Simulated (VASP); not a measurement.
# Os (P6_3/mmc) in VASP: further runs

Aim: see how the results for Os move with the level of theory and the settings. Levels: PBE, RPBE, revPBE. Tasks: single point, relaxation of cell and atoms.

All numbers are computed with VASP 6.6.1; they aren't measurements. Logs are shortened: lines on timing, memory, paths and dates and some standing lists are left out, and cuts for length are marked.

## 1. The cell of the first run

The structure is hexagonal, space group P6_3/mmc (No. 194). The conventional cell has a = 2.734 Å, b = 2.734 Å, c = 4.320 Å, α = 90.00°, β = 90.00°, γ = 120.00°. Os (site symmetry -6m2) has 12 Os at 2.68 to 2.73 Å within 3.5 Å.

## 2. Single point, PBE

File INCAR:

```
SYSTEM = Os
PREC = Accurate ; ENCUT = 520
EDIFF = 1E-7 ; ISMEAR = 0
SIGMA = 0.011 ; LREAL = .FALSE.
LASPH = .TRUE. ; NELM = 80
ALGO = Normal ; ISIF = 2
LWAVE = .FALSE. ; LCHARG = .FALSE.
GGA = PE ; NBANDS = 15
```

File KPOINTS:

```
regular mesh
0
G
  11 11 6
  0 0 0
```

File POSCAR:

```
Os
1.0
    2.7341000000      0.0000000000      0.0000000000
   -1.3670500000      2.3678000565      0.0000000000
    0.0000000000      0.0000000000      4.3197000000
Os
2
Direct
    0.6666666667      0.3333333333      0.7500000000
    0.3333333333      0.6666666667      0.2500000000
```

Potentials or basis: VASP PAW PBE potentials, release 64 (Os).

On the command line:

```sh
$ cat potpaw_PBE.64/Os/POTCAR > POTCAR
$ mpirun -np 1 vasp_std > vasp.out
```

OUTCAR:

```text
SYSTEM = Os
   PREC = Accurate
   ENCUT = 520
   EDIFF = 1E-7
   ISMEAR = 0
   LREAL = .FALSE.
   LASPH = .TRUE.
   NELM = 80
   ISIF = 2
   GGA = PE

 ion  position               nearest neighbor table
   1  0.667  0.333  0.750-   2 2.68   2 2.68   2 2.68   2 2.68   2 2.68   2 2.68
   2  0.333  0.667  0.250-   1 2.68   1 2.68   1 2.68   1 2.68   1 2.68   1 2.68

  LATTYP: Found a hexagonal cell.
 ALAT       =     2.7341000000
 C/A-ratio  =     1.5799348963

  Lattice vectors:

 A1 = (   2.7341000000,   0.0000000000,   0.0000000000)
 A2 = (  -1.3670500000,   2.3678000565,   0.0000000000)
 A3 = (   0.0000000000,   0.0000000000,   4.3197000000)

Analysis of symmetry for initial positions (statically):
=====================================================================
 Subroutine PRICEL returns:
 Original cell was already a primitive cell.

 Routine SETGRP: Setting up the symmetry group for a
 hexagonal supercell.

 Subroutine GETGRP returns: Found 24 space group operations
 (whereof 12 operations were pure point group operations)
 out of a pool of 24 trial point group operations.

The static configuration has the point symmetry D_3d.
 The point group associated with its full space group is D_6h.

Analysis of symmetry for dynamics (positions and initial velocities):
=====================================================================
 Subroutine PRICEL returns:
 Original cell was already a primitive cell.

 Routine SETGRP: Setting up the symmetry group for a
 hexagonal supercell.

 Subroutine GETGRP returns: Found 24 space group operations
 (whereof 12 operations were pure point group operations)
 out of a pool of 24 trial point group operations.

The dynamic configuration has the point symmetry D_3d.
 The point group associated with its full space group is D_6h.

 Subroutine INISYM returns: Found 24 space group operations
 (whereof 12 operations are pure point group operations),
 and found     1 'primitive' translations

----------------------------------------------------------------------------------------

                                     Primitive cell

  volume of cell :      27.9649

  direct lattice vectors                    reciprocal lattice vectors
     2.734100000  0.000000000  0.000000000     0.365751070  0.211166479  0.000000000
    -1.367050000  2.367800057  0.000000000     0.000000000  0.422332957  0.000000000
     0.000000000  0.000000000  4.319700000     0.000000000  0.000000000  0.231497558

  length of vectors
     2.734100000  2.734100000  4.319700000     0.422332957  0.422332957  0.231497558

  position of ions in fractional coordinates (direct lattice)
     0.666666667  0.333333333  0.750000000
     0.333333333  0.666666667  0.250000000

  ion indices of the primitive-cell ions
   primitive index   ion index
                 1           1
                 2           2

----------------------------------------------------------------------------------------

 KPOINTS: regular mesh

Automatic generation of k-mesh.
 Grid dimensions read from file:
 generate k-points for:   11   11    6

 Generating k-lattice:

  Cartesian coordinates                     Fractional coordinates (reciprocal lattice)
     0.033250097  0.019196953  0.000000000     0.090909091 -0.000000000  0.000000000
     0.000000000  0.038393905  0.000000000     0.000000000  0.090909091  0.000000000
     0.000000000  0.000000000  0.038582926     0.000000000  0.000000000  0.166666667

  Length of vectors
     0.038393905  0.038393905  0.038582926

  Shift w.r.t. Gamma in fractional coordinates (k-lattice)
     0.000000000  0.000000000  0.000000000

 Subroutine IBZKPT returns following result:
 ===========================================

 Found     64 irreducible k-points:

 Following reciprocal coordinates:
            Coordinates               Weight
  0.000000  0.000000  0.000000      1.000000
  0.090909  0.000000  0.000000      6.000000
  0.181818  0.000000  0.000000      6.000000
  0.272727 -0.000000  0.000000      6.000000
  0.363636 -0.000000  0.000000      6.000000
  0.454545  0.000000  0.000000      6.000000
[... 16 lines left out ...]
  0.090909  0.090909  0.166667     12.000000
  0.181818  0.090909  0.166667     24.000000
 [... further k-points ...]
   k-points           NKPTS =     64   k-points in BZ     NKDIM =     64   number of bands    NBANDS=     15
   number of dos      NEDOS =    301   number of ions     NIONS =      2
   total plane-waves  NPLWV =  12800
   dimension x,y,z NGX =    20 NGY =   20 NGZ =   32
   dimension x,y,z NGXF=    40 NGYF=   40 NGZF=   64
   ions per type =               2
   NGX,Y,Z   is equivalent  to a cutoff of  12.16, 12.16, 12.32 a.u.
   NGXF,Y,Z  is equivalent  to a cutoff of  24.32, 24.32, 24.63 a.u.
 SYSTEM =  Os
   PREC   = accura    normal or accurate (medium, high low for compatibility)
   ISTART =      0    job   : 0-new  1-cont  2-samecut
   ICHARG =      2    charge: 1-file 2-atom 10-const
   ISPIN  =      1    spin polarized calculation?
   LNONCOLLINEAR =      F non collinear calculations
   LSORBIT =      F    spin-orbit coupling
   LASPH  =      T    aspherical Exc in radial PAW
   ENCUT  =  520.0 eV  38.22 Ry    6.18 a.u.   5.08  5.08  8.03*2*pi/ulx,y,z
   NELM   =     80;   NELMIN=  2; NELMDL= -5     # of ELM steps
   EDIFF  = 0.1E-06   stopping-criterion for ELM
   LREAL  =      F    real-space projection
   EDIFFG = 0.1E-05   stopping-criterion for IOM
   NSW    =      0    number of steps for IOM
   IBRION =     -1    ionic relax: 0-MD 1-quasi-New 2-CG
   NFREE  =      0    steps in history (QN), initial steepest desc. (CG)
   ISIF   =      2    stress and relaxation
   ISYM   =      2    0-nonsym 1-usesym 2-fastsym
   POTIM  = 0.5000    time-step for ionic-motion
   TEBEG  =    0.0;   TEEND  =   0.0 temperature during run
   PSTRESS=    0.0 pullay stress
   NELECT =      16.0000    total number of electrons
   NUPDOWN=      -1.0000    fix difference up-down
   EMIN   =  10.00;   EMAX   =-10.00  energy-range for DOS
   EFERMI =   0.00;   METHOD = LEGACY
   ISMEAR =     0;   SIGMA  =   0.01  broadening in eV -4-tet -1-fermi 0-gaus
   EFERMI_NEDOS =   21; number of points for ismear=-14 and -15
   IALGO  =     38    algorithm
   IMIX   =      4    mixing-type and parameters
     AMIX     =   0.40;   BMIX     =  1.00
     AMIX_MAG =   1.60;   BMIX_MAG =  1.00
  volume/ion in A,a.u.               =      13.98        94.36
  Fermi-wavevector in a.u.,A,eV,Ry     =   1.359076  2.568282 25.131161  1.847088
  Thomas-Fermi vector in A             =   2.485855
   LORBIT       =      0    0 simple, 1 ext, 2 COOP (PROOUT), +10 PAW based schemes
   GGA     = PE    functional components
   LHFCALC =     F    Hartree Fock is set to
   AEXX    =    0.0000 exact exchange contribution
   IVDW    =     0    specifies the selected vdW correction
   LEPSILON=     F    determine dielectric tensor
   LRPA    =     F    only Hartree local field effects (RPA)
 non-spin polarized calculation
 Gauss-broadening in eV      SIGMA  =   0.01
  energy-cutoff  :      520.00
  volume of cell :       27.96
 maximum number of plane-waves:       768
   NGX = 11   NGY = 11   NGZ = 17

 number of electron      15.9999998 magnetization

 Free energy of the ion-electron system (eV)
  ---------------------------------------------------
  ext. energy  EPLUGINS =         0.00000000
  ---------------------------------------------------
  free energy    TOTEN  =       -22.46783393 eV

  energy without entropy =      -22.46763896  energy(sigma->0) =      -22.46773644

 E-fermi :   9.4093     XC(G=0): -14.0601

 val. band max:        9.4069921448   @ k =   0.0909   0.0000   0.3333
 cond. band min:       9.4908418339   @ k =   0.3636   0.0909   0.3333
 fundamental gap:      0.0838496891
 Fermi energy:         9.4092595101

 k-point     1 :       0.0000    0.0000    0.0000
  band No.  band energies     occupation
      1      -1.4737      2.00000
      2       1.6789      2.00000
      3       6.4220      2.00000
      4       6.4220      2.00000
      5       6.6709      2.00000
      6       7.2648      2.00000
      7       7.2648      2.00000
      8       7.9108      2.00000
      9       7.9108      2.00000
     10       9.4970      0.00000
     11      11.1642      0.00000
     12      11.1642      0.00000
     13      18.5534      0.00000
     14      23.5114      0.00000
     15      26.2261      0.00000

 k-point     2 :       0.0909    0.0000    0.0000
  band No.  band energies     occupation
      1      -1.1414      2.00000
      2       1.9710      2.00000
      3       5.8674      2.00000
      4       6.7163      2.00000
      5       7.0320      2.00000
      6       7.1880      2.00000
      7       7.4346      2.00000
      8       7.5394      2.00000
      9       7.6807      2.00000
     10       8.4353      2.00000
     11      11.3222      0.00000
     12      12.7926      0.00000
     13      18.5221      0.00000
     14      24.1864      0.00000
     15      26.6476      0.00000

 k-point     3 :       0.1818    0.0000    0.0000
  band No.  band energies     occupation
      1      -0.2231      2.00000
      2       2.6546      2.00000
      3       5.2213      2.00000
      4       5.9627      2.00000
      5       6.6148      2.00000
      6       7.1621      2.00000
      7       7.5676      2.00000
      8       7.8366      2.00000
      9       7.9277      2.00000
     10       8.3267      2.00000
     11      11.6432      0.00000
     12      15.1812      0.00000
     13      18.3393      0.00000
     14      25.2474      0.00000
     15      26.8626      0.00000

 k-point     4 :       0.2727   -0.0000    0.0000
  band No.  band energies     occupation
      1       1.0007      2.00000
      2       2.9582      2.00000
      3       4.5737      2.00000
      4       5.1754      2.00000
      5       6.4744      2.00000
      6       6.6104      2.00000
      7       7.4198      2.00000
      8       8.8648      2.00000
      9       9.0636      2.00000
     10       9.5069      0.00000
     11      11.9279      0.00000
     12      17.5996      0.00000
     13      18.0199      0.00000
     14      22.7862      0.00000
     15      25.2914      0.00000
[... 307 lines left out ...]
 k-point    22 :       0.4545    0.0000    0.1667
  band No.  band energies     occupation
      1       1.9174      2.00000
      2       2.4237      2.00000
      3       3.8715      2.00000
      4       4.9799      2.00000
      5       6.2203      2.00000
      6       7.4338      2.00000
      7       8.5049      2.00000
      8      11.1793      0.00000
      9      11.5593      0.00000
     10      12.0396      0.00000
     11      12.6845      0.00000
     12      15.5788      0.00000
     13      18.3124      0.00000
     14      20.5618      0.00000
     15      22.4180      0.00000

 k-point    23 :       0.0909    0.0909    0.1667
  band No.  band energies     occupation
      1      -0.2032      2.00000
      2       2.5682      2.00000
      3       5.3656      2.00000
      4       5.7467      2.00000
      5       6.5254      2.00000
      6       6.8817      2.00000
      7       7.3492      2.00000
      8       7.7011      2.00000
      9       8.4092      2.00000
     10       8.4775      2.00000
     11      11.4435      0.00000
     12      13.4914      0.00000
     13      20.0341      0.00000
     14      24.7556      0.00000
     15      26.8638      0.00000

 k-point    24 :       0.1818    0.0909    0.1667
  band No.  band energies     occupation
      1       0.8326      2.00000
      2       3.2865      2.00000
      3       4.6949      2.00000
      4       4.9186      2.00000
      5       6.1722      2.00000
      6       6.7904      2.00000
      7       7.3674      2.00000
      8       8.3204      2.00000
      9       8.9318      2.00000
     10       9.3105      2.00000
     11      11.6035      0.00000
     12      15.0213      0.00000
     13      20.0220      0.00000
     14      24.6021      0.00000
     15      25.6917      0.00000

 [... further k-points ...]

------------------------ aborting loop because EDIFF is reached ----------------------------------------

  FORCE on cell =-STRESS in cart. coord.  units (eV):
  Direction    XX          YY          ZZ          XY          YZ          ZX
  --------------------------------------------------------------------------------------
  -------------------------------------------------------------------------------------
  Total        1.5184895      1.5184895      1.5680899     -0.0000000      0.0000000      0.0000000
  in kB       86.9980213     86.9980213     89.8397471     -0.0000000      0.0000000      0.0000000
  external PRESSURE =      87.9452632 kB  Pullay stress =       0.0000000 kB

 VOLUME and BASIS-vectors are now :
 -----------------------------------------------------------------------------
  energy-cutoff  :      520.00
  volume of cell :       27.96
      direct lattice vectors                 reciprocal lattice vectors
     2.734100000  0.000000000  0.000000000     0.365751070  0.211166479  0.000000000
    -1.367050000  2.367800057  0.000000000     0.000000000  0.422332957  0.000000000
     0.000000000  0.000000000  4.319700000     0.000000000  0.000000000  0.231497558

 POSITION                                       TOTAL-FORCE (eV/Angst)
 -----------------------------------------------------------------------------------
      1.36705      0.78927      3.23977         0.000000      0.000000      0.000000
     -0.00000      1.57853      1.07993        -0.000000     -0.000000      0.000000
 -----------------------------------------------------------------------------------
    total drift:                               -0.000000      0.000000     -0.000000

  FREE ENERGIE OF THE ION-ELECTRON SYSTEM (eV)
  ---------------------------------------------------
  free  energy   TOTEN  =       -22.4678339293 eV

  energy  without entropy=      -22.4676389575  energy(sigma->0) =      -22.46773644
```

It took 33 s on 1 thread of Intel Xeon 8259CL, shared host; peak memory 0.15 GiB.

What came out:

```yaml
Free_energy: -22.4678 eV
Pressure: 8.8 GPa
Band_gap_on_the_k_mesh: zero (bands 8 and 9 overlap by 3.89 eV)
```

Caveat: the cell stands under pressure; spin-orbit coupling is left out, which moves the levels of the heavy elements.

[end of part 1 of 3]

The gap in the log of VASP goes by the Fermi energy; the results here count the filled bands.